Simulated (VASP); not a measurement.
# As in VASP: single point with LDA

Aim: the single point of As with LDA.

Program: VASP 6.6.1. These are calculated values, not measurements. Logs are shortened: lines on timing, memory, paths and dates and some standing lists are left out, and cuts for length are marked.

### 1 The cell of the first run

The cell holds a slab with vacuum, 2 atoms: a = 3.513 Å, b = 3.513 Å, c = 23.623 Å, α = 90.00°, β = 90.00°, γ = 120.00°.

### 2 Single point, LDA

The input, INCAR:

```
PREC = Accurate
ENCUT = 400
EDIFF = 1E-6
ISMEAR = 0
SIGMA = 0.04
LREAL = False
LASPH = True
NELM = 120
ALGO = Normal
ISIF = 2
LWAVE = False
LCHARG = False
LDIPOL = True
IDIPOL = 3
DIPOL = 0.5 0.5 0.681
NBANDS = 12
GGA_COMPAT = False
NELMDL = -8
```

The input, KPOINTS:

```
Automatic mesh
0
Gamma
  12 12 1
```

The input, POSCAR:

```
As
1.0
    3.5128969272      0.0000000000      0.0000000000
   -1.7564484636      3.0422579798      0.0000000000
    0.0000000000      0.0000000000     23.6230301333
As
2
Direct
    0.6666666667      0.3333333333      0.6520749652
    0.0000000000      1.0000000000      0.7108740044
```

Potentials or basis: VASP PAW LDA potentials, release 64 (As).

Started as:

```sh
$ cat potpaw_LDA.64/As/POTCAR > POTCAR
$ mpirun -np 1 vasp_std > vasp.out
```

OUTCAR:

```text
PREC = Accurate
   ENCUT = 400
   EDIFF = 1E-6
   ISMEAR = 0
   LREAL = False
   LASPH = True
   NELM = 120
   ISIF = 2
   NELMDL = -8

 ion  position               nearest neighbor table
   1  0.667  0.333  0.652-   2 2.46   2 2.46   2 2.46
   2  0.000  0.000  0.711-   1 2.46   1 2.46   1 2.46

  LATTYP: Found a hexagonal cell.
 ALAT       =     3.5128969272
 C/A-ratio  =     6.7246579171

  Lattice vectors:

 A1 = (   3.5128969272,   0.0000000000,   0.0000000000)
 A2 = (  -1.7564484636,   3.0422579798,   0.0000000000)
 A3 = (   0.0000000000,   0.0000000000,  23.6230301333)

Analysis of symmetry for initial positions (statically):
=====================================================================
 Subroutine PRICEL returns:
 Original cell was already a primitive cell.

 Routine SETGRP: Setting up the symmetry group for a
 hexagonal supercell.

 Subroutine GETGRP returns: Found 12 space group operations
 (whereof  6 operations were pure point group operations)
 out of a pool of 24 trial point group operations.

The static configuration has the point symmetry C_3v.
 The point group associated with its full space group is D_3d.

Analysis of symmetry for dynamics (positions and initial velocities):
=====================================================================
 Subroutine PRICEL returns:
 Original cell was already a primitive cell.

 Routine SETGRP: Setting up the symmetry group for a
 hexagonal supercell.

 Subroutine GETGRP returns: Found 12 space group operations
 (whereof  6 operations were pure point group operations)
 out of a pool of 24 trial point group operations.

The dynamic configuration has the point symmetry C_3v.
 The point group associated with its full space group is D_3d.

 Subroutine INISYM returns: Found 12 space group operations
 (whereof  6 operations are pure point group operations),
 and found     1 'primitive' translations

----------------------------------------------------------------------------------------

                                     Primitive cell

  volume of cell :     252.4626

  direct lattice vectors                    reciprocal lattice vectors
     3.512896927  0.000000000  0.000000000     0.284665341  0.164351611  0.000000000
    -1.756448464  3.042257980  0.000000000     0.000000000  0.328703222  0.000000000
     0.000000000  0.000000000 23.623030133     0.000000000  0.000000000  0.042331572

  length of vectors
     3.512896927  3.512896927 23.623030133     0.328703222  0.328703222  0.042331572

  position of ions in fractional coordinates (direct lattice)
     0.666666667  0.333333333  0.652074965
     0.000000000  0.000000000  0.710874004

  ion indices of the primitive-cell ions
   primitive index   ion index
                 1           1
                 2           2

----------------------------------------------------------------------------------------

 KPOINTS: Automatic mesh

Automatic generation of k-mesh.
 Grid dimensions read from file:
 generate k-points for:   12   12    1

 Generating k-lattice:

  Cartesian coordinates                     Fractional coordinates (reciprocal lattice)
     0.023722112  0.013695968  0.000000000     0.083333333 -0.000000000  0.000000000
     0.000000000  0.027391935  0.000000000     0.000000000  0.083333333  0.000000000
     0.000000000  0.000000000  0.042331572     0.000000000  0.000000000  1.000000000

  Length of vectors
     0.027391935  0.027391935  0.042331572

  Shift w.r.t. Gamma in fractional coordinates (k-lattice)
     0.000000000  0.000000000  0.000000000

 Subroutine IBZKPT returns following result:
 ===========================================

 Found     19 irreducible k-points:

 Following reciprocal coordinates:
            Coordinates               Weight
  0.000000  0.000000  0.000000      1.000000
  0.083333 -0.000000  0.000000      6.000000
  0.166667  0.000000  0.000000      6.000000
  0.250000 -0.000000  0.000000      6.000000
  0.333333 -0.000000  0.000000      6.000000
  0.416667  0.000000  0.000000      6.000000
[... 11 lines left out ...]
  0.333333  0.250000  0.000000     12.000000
  0.333333  0.333333  0.000000      2.000000
   k-points           NKPTS =     19   k-points in BZ     NKDIM =     19   number of bands    NBANDS=     12
   number of dos      NEDOS =    301   number of ions     NIONS =      2
   total plane-waves  NPLWV =  92160
   dimension x,y,z NGX =    24 NGY =   24 NGZ =  160
   dimension x,y,z NGXF=    48 NGYF=   48 NGZF=  320
   ions per type =               2
   NGX,Y,Z   is equivalent  to a cutoff of  11.36, 11.36, 11.26 a.u.
   NGXF,Y,Z  is equivalent  to a cutoff of  22.72, 22.72, 22.52 a.u.
 SYSTEM =  unknown system
   PREC   = accura    normal or accurate (medium, high low for compatibility)
   ISTART =      0    job   : 0-new  1-cont  2-samecut
   ICHARG =      2    charge: 1-file 2-atom 10-const
   ISPIN  =      1    spin polarized calculation?
   LNONCOLLINEAR =      F non collinear calculations
   LSORBIT =      F    spin-orbit coupling
   LASPH  =      T    aspherical Exc in radial PAW
   ENCUT  =  400.0 eV  29.40 Ry    5.42 a.u.   5.73  5.73 38.52*2*pi/ulx,y,z
   NELM   =    120;   NELMIN=  2; NELMDL= -8     # of ELM steps
   EDIFF  = 0.1E-05   stopping-criterion for ELM
   LREAL  =      F    real-space projection
   EDIFFG = 0.1E-04   stopping-criterion for IOM
   NSW    =      0    number of steps for IOM
   IBRION =     -1    ionic relax: 0-MD 1-quasi-New 2-CG
   NFREE  =      0    steps in history (QN), initial steepest desc. (CG)
   ISIF   =      2    stress and relaxation
   ISYM   =      2    0-nonsym 1-usesym 2-fastsym
   POTIM  = 0.5000    time-step for ionic-motion
   TEBEG  =    0.0;   TEEND  =   0.0 temperature during run
   PSTRESS=    0.0 pullay stress
   NELECT =      10.0000    total number of electrons
   NUPDOWN=      -1.0000    fix difference up-down
   EMIN   =  10.00;   EMAX   =-10.00  energy-range for DOS
   EFERMI =   0.00;   METHOD = LEGACY
   ISMEAR =     0;   SIGMA  =   0.04  broadening in eV -4-tet -1-fermi 0-gaus
   EFERMI_NEDOS =   21; number of points for ismear=-14 and -15
   IALGO  =     38    algorithm
   IMIX   =      4    mixing-type and parameters
     AMIX     =   0.40;   BMIX     =  1.00
     AMIX_MAG =   1.60;   BMIX_MAG =  1.00
  volume/ion in A,a.u.               =     126.23       851.85
  Fermi-wavevector in a.u.,A,eV,Ry     =   0.558053  1.054568  4.237176  0.311424
  Thomas-Fermi vector in A             =   1.592912
   LORBIT       =      0    0 simple, 1 ext, 2 COOP (PROOUT), +10 PAW based schemes
   GGA     = CA    functional components
   LHFCALC =     F    Hartree Fock is set to
   AEXX    =    0.0000 exact exchange contribution
   IVDW    =     0    specifies the selected vdW correction
   LEPSILON=     F    determine dielectric tensor
   LRPA    =     F    only Hartree local field effects (RPA)
 non-spin polarized calculation
 Gauss-broadening in eV      SIGMA  =   0.04
  energy-cutoff  :      400.00
  volume of cell :      252.46
 maximum number of plane-waves:      4603
 NGX is ok and might be reduce to    24
   NGX = 11   NGY = 11   NGZ = 77

 dipolmoment           0.000000      0.000000     -0.000000 electrons x Angstroem

 number of electron      10.0000005 magnetization

 dipolmoment           0.000000      0.000000      0.000002 electrons x Angstroem

 Free energy of the ion-electron system (eV)
  ---------------------------------------------------
  ext. energy  EPLUGINS =         0.00000000
  ---------------------------------------------------
  free energy    TOTEN  =       -10.46110735 eV

  energy without entropy =      -10.46110735  energy(sigma->0) =      -10.46110735

 E-fermi :  -3.5711     XC(G=0):  -2.3152

 val. band max:       -3.7404788740   @ k =   0.0000   0.0000   0.0000
 cond. band min:      -2.3415219392   @ k =   0.3333  -0.0000   0.0000
 fundamental gap:      1.3989569348
 Fermi energy:        -3.5711276539

 k-point     1 :       0.0000    0.0000    0.0000
  band No.  band energies     occupation
      1     -17.8308      2.00000
      2     -11.1939      2.00000
      3      -4.6235      2.00000
      4      -3.7405      2.00000
      5      -3.7405      2.00000
      6      -1.6381      0.00000
      7      -0.1748      0.00000
      8      -0.1748      0.00000
      9       1.1022      0.00000
     10       1.4381      0.00000
     11       1.9663      0.00000
     12       2.3203      0.00000

 k-point     2 :       0.0833   -0.0000    0.0000
  band No.  band energies     occupation
      1     -17.7316      2.00000
      2     -11.1642      2.00000
      3      -4.7160      2.00000
      4      -4.5652      2.00000
      5      -3.9713      2.00000
      6      -1.0388      0.00000
      7      -0.2672      0.00000
      8       0.0573      0.00000
      9       1.2563      0.00000
     10       1.5514      0.00000
     11       2.0770      0.00000
     12       2.4374      0.00000

 k-point     3 :       0.1667    0.0000    0.0000
  band No.  band energies     occupation
      1     -17.4366      2.00000
      2     -11.1235      2.00000
      3      -6.1812      2.00000
      4      -4.4762      2.00000
      5      -4.4248      2.00000
      6      -1.5221      0.00000
      7       0.4743      0.00000
      8       0.4989      0.00000
      9       1.6117      0.00000
     10       1.9135      0.00000
     11       2.4046      0.00000
     12       2.7707      0.00000

 k-point     4 :       0.2500   -0.0000    0.0000
  band No.  band energies     occupation
      1     -16.9554      2.00000
      2     -11.2544      2.00000
      3      -7.3230      2.00000
      4      -5.0043      2.00000
      5      -4.3567      2.00000
      6      -2.1673      0.00000
      7       0.5794      0.00000
      8       0.7938      0.00000
      9       1.9245      0.00000
     10       2.4479      0.00000
     11       2.9446      0.00000
     12       3.2819      0.00000

 k-point     5 :       0.3333   -0.0000    0.0000
  band No.  band energies     occupation
      1     -16.3142      2.00000
      2     -11.8113      2.00000
      3      -7.7763      2.00000
      4      -5.4303      2.00000
      5      -4.6613      2.00000
      6      -2.3415      0.00000
      7      -0.0343      0.00000
      8       0.8683      0.00000
      9       2.6286      0.00000
     10       2.8170      0.00000
     11       3.5659      0.00000
     12       4.0394      0.00000
[... 153 lines left out ...]
      1     -14.8707      2.00000
      2     -13.2662      2.00000
      3      -7.8631      2.00000
      4      -6.4757      2.00000
      5      -5.5513      2.00000
      6      -1.3100      0.00000
      7      -0.0829      0.00000
      8       0.3291      0.00000
      9       2.8915      0.00000
     10       5.0639      0.00000
     11       5.2097      0.00000
     12       5.3801      0.00000

 k-point    17 :       0.2500    0.2500    0.0000
  band No.  band energies     occupation
      1     -15.3582      2.00000
      2     -12.6392      2.00000
      3      -7.8597      2.00000
      4      -7.0213      2.00000
      5      -4.9584      2.00000
      6      -1.3501      0.00000
      7      -0.4155      0.00000
      8       1.2749      0.00000
      9       3.7874      0.00000
     10       3.8671      0.00000
     11       4.5075      0.00000
     12       4.7401      0.00000

 k-point    18 :       0.3333    0.2500    0.0000
  band No.  band energies     occupation
      1     -14.6605      2.00000
      2     -13.3438      2.00000
      3      -8.3065      2.00000
      4      -6.4807      2.00000
      5      -5.4922      2.00000
      6      -1.7835      0.00000
      7       0.2312      0.00000
      8       0.9532      0.00000
      9       3.9877      0.00000
     10       4.5352      0.00000
     11       4.9500      0.00000
     12       5.5283      0.00000

 k-point    19 :       0.3333    0.3333    0.0000
  band No.  band energies     occupation
      1     -13.9808      2.00000
      2     -13.9808      2.00000
      3      -8.5686      2.00000
      4      -5.9571      2.00000
      5      -5.9571      2.00000
      6      -2.0647      0.00000
      7       0.7710      0.00000
      8       0.7710      0.00000
      9       4.1960      0.00000
     10       5.3227      0.00000
     11       5.3227      0.00000
     12       6.1032      0.00000

------------------------ aborting loop because EDIFF is reached ----------------------------------------

 vacuum level on the upper side and lower side of the slab       (xc-potential included)        -0.007        -0.008

  FORCE on cell =-STRESS in cart. coord.  units (eV):
  Direction    XX          YY          ZZ          XY          YZ          ZX
  --------------------------------------------------------------------------------------
  -------------------------------------------------------------------------------------
  Total        0.0713966      0.0713966      0.0351896      0.0000000     -0.0000000     -0.0000000
  in kB        0.4530971      0.4530971      0.2233203      0.0000000     -0.0000000     -0.0000000
  external PRESSURE =       0.3765048 kB  Pullay stress =       0.0000000 kB

 VOLUME and BASIS-vectors are now :
 -----------------------------------------------------------------------------
  energy-cutoff  :      400.00
  volume of cell :      252.46
      direct lattice vectors                 reciprocal lattice vectors
     3.512896927  0.000000000  0.000000000     0.284665341  0.164351611  0.000000000
    -1.756448464  3.042257980  0.000000000     0.000000000  0.328703222  0.000000000
     0.000000000  0.000000000 23.623030133     0.000000000  0.000000000  0.042331572

 POSITION                                       TOTAL-FORCE (eV/Angst)
 -----------------------------------------------------------------------------------
      1.75645      1.01409     15.40399         0.000000      0.000000     -0.030444
      0.00000      0.00000     16.79300         0.000000     -0.000000      0.030444
 -----------------------------------------------------------------------------------
    total drift:                               -0.000000     -0.000000      0.000018

  FREE ENERGIE OF THE ION-ELECTRON SYSTEM (eV)
  ---------------------------------------------------
  free  energy   TOTEN  =       -10.4611073492 eV

  energy  without entropy=      -10.4611073492  energy(sigma->0) =      -10.46110735

 vacuum level on the upper side and lower side of the slab         1.707         1.706
```

It took 2 min on 1 thread of AMD EPYC 7R13, shared host; peak memory 0.19 GiB.

What came out:

```yaml
Free_energy: -10.4611 eV
Largest_force: 0.030 eV/Å
Band_gap_on_the_k_mesh: 1.40 eV (least direct gap 2.10 eV)
```

Forces on the atoms (eV/Å):
```
As   0.000  0.000 -0.030
As   0.000  0.000  0.030
```
